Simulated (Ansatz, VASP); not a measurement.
## Two plane-wave programs on AlFe

```
Al Fe
1.0
     2.94353    0.00000    0.00000
     0.00000    2.94353    0.00000
     0.00000    0.00000    2.44519
Al Fe
1 1
Direct
  0.00000 0.00000 0.00000
  0.50000 0.50000 0.50000
```

Alike in both runs: task single point; functional PBEsol; k mesh 18 × 18 × 18; occupations gaussian, width 0.15 eV; collinear spin.

```csv
,VASP,Ansatz
version,VASP 6.6.1,Ansatz 0.2.0
potentials or method,"VASP PAW PBE potentials, release 64 (Al, Fe), cutoff 520 eV","scalar-relativistic, plane waves, PAW"
valence electrons in the cell,11,19
```

Ansatz gave:

```
gap on the k mesh at the Fermi level (eV)                     : none
pressure (GPa)                                                : 24.5
traceless stress, the component that is largest in VASP (GPa) : 28.75
net moment per atom (μB)                                      : 0.39
size of the moment on the site where the two differ most (μB) : 0.81
```

Problem. Estimate VASP's values.

Solution. gap on the k mesh at the Fermi level (eV): none; pressure (GPa): 24.9; traceless stress, the component that is largest in VASP (GPa): 28.87; net moment per atom (μB): 0.39; size of the moment on the site where the two differ most (μB): 0.82.

VASP's potentials were made for PBE, not for PBEsol. Site moments also hang on the region over which each program counts them. A gap of «none» marks a metal or a gap that the smearing closes. The functional is the same, so the differences come from potentials, cutoffs and numerics. VASP's potentials hold 11 valence electrons a cell and Ansatz's 19, so a difference there can come from the potentials and not from the codes.
